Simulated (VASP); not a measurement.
Set up this calculation in VASP 6.6.1, as the native input.

```
Task                   : electric field gradients
Functional             : PBE
Potentials or basis    : VASP PAW PBE potentials, release 64 (As, Bi_d)
Cutoff                 : 520 eV
k mesh                 : 11 × 11 × 11
Occupations            : fermi-dirac, width 0.03 eV
Spin                   : no spin polarisation
Dipole correction      : no
Further INCAR settings : ALGO = Normal; EDIFF = 1e-08; NBANDS = 17
```

The structure of BiAs (rocksalt type) lies in POSCAR:

```
BiAs
1.0
    0.0000000000      3.0165143172      3.0165143172
    3.0165143172      0.0000000000      3.0165143172
    3.0165143172      3.0165143172      0.0000000000
As Bi
1 1
Direct
    0.0000000000      0.0000000000      0.0000000000
    0.5000000000      0.5000000000      0.5000000000
```

The input as run:

INCAR

```
SYSTEM = BiAs
PREC = Accurate
ENCUT = 520
EDIFF = 1E-8
ISMEAR = -1
SIGMA = 0.03
LREAL = .FALSE.
LASPH = .TRUE.
NELM = 60
ALGO = Normal
ISIF = 2
LWAVE = .FALSE.
LCHARG = .FALSE.
GGA = PE
LEFG = .TRUE.
NBANDS = 17
```

KPOINTS

```
Automatic mesh
0
G
  11 11 11
  0 0 0
```

Potentials or basis: VASP PAW PBE potentials, release 64 (As, Bi_d).

The run is started by

```console
$ cat potpaw_PBE.64/As/POTCAR potpaw_PBE.64/Bi_d/POTCAR > POTCAR
$ mpirun -np 1 vasp_std > vasp.out
```

It gave:

```json
{
 "Pressure": "0.0 GPa",
 "Band gap on the k mesh": "0.13 eV (least direct gap 0.39 eV)",
 "Largest electric field gradient by atom": "zero within the noise of the run"
}
```

Caveat: spin-orbit coupling is left out, which moves the levels of the heavy elements; an odd mesh through Γ misses points on the zone boundary, where band edges can lie.

Run time: 69 s on 1 thread of Intel Xeon 8259CL, with other jobs on the host, peak memory 0.21 GiB.
